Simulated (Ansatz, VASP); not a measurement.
# CaO: VASP beside Ansatz

Contents of INCAR:

```
SYSTEM = CaO
ALGO     = Normal         ! electronic algorithm
EDIFF    = 1E-6           ! SCF threshold, eV
ENCUT    = 520            ! plane-wave cutoff, eV
GGA      = PE             ! functional
ISIF     = 2              ! what is computed and relaxed
ISMEAR   = 0              ! smearing method
LASPH    = .TRUE.         ! aspherical terms in the spheres
LCHARG   = .FALSE.        ! write CHGCAR
LREAL    = .FALSE.        ! projectors in reciprocal space
LWAVE    = .FALSE.        ! write WAVECAR
NBANDS   = 15             ! bands
NELM     = 80             ! most SCF steps
PREC     = Accurate       ! precision mode
SIGMA    = 0.01           ! smearing width, eV
```

Contents of KPOINTS:

```
k-points
0
G
  8 8 8
  0 0 0
```

Contents of POSCAR:

```
CaO
1.0
    0.0000000000      2.6727339616      2.6727339616
    2.6727339616      0.0000000000      2.6727339616
    2.6727339616      2.6727339616      0.0000000000
Ca O
1 1
Direct
    0.0000000000      0.0000000000      0.0000000000
    0.2500000000      0.2500000000      0.2500000000
```

Input for Ansatz:

```yaml
crystal:
  lattice:
    - [0.0, 2.6727339616, 2.6727339616]
    - [2.6727339616, 0.0, 2.6727339616]
    - [2.6727339616, 2.6727339616, 0.0]
  atoms:
    - { symbol: Ca, position: [0.0, 0.0, 0.0] }
    - { symbol: O, position: [0.25, 0.25, 0.25] }
kpoints:
  mp_grid: { grid: [8, 8, 8] }
hamiltonian:
  xc: pbe
scf:
  occupations: { method: fixed }
  n_extra_bands: 4
output:
  forces: true
  stress: true
  eigenvalues: true
```

Alike in both runs: task single point; functional PBE; k mesh 8 × 8 × 8; no spin polarisation.

```csv
,VASP,Ansatz
version,VASP 6.6.1,Ansatz 0.2.0
potentials or method,"VASP PAW PBE potentials, release 64 (Ca_sv, O)","plane waves, PAW"
plane-wave cutoff (eV),520,420
occupations,"gaussian, width 0.01 eV",fixed
valence electrons in the cell,16,16
```

|  | VASP | Ansatz | Ansatz less VASP |
| --- | --- | --- | --- |
| gap on the k mesh at the Fermi level (eV) | 3.07 | 3.08 | +0.006 |
| pressure (GPa) | -3.5 | -3.9 | -0.33 |
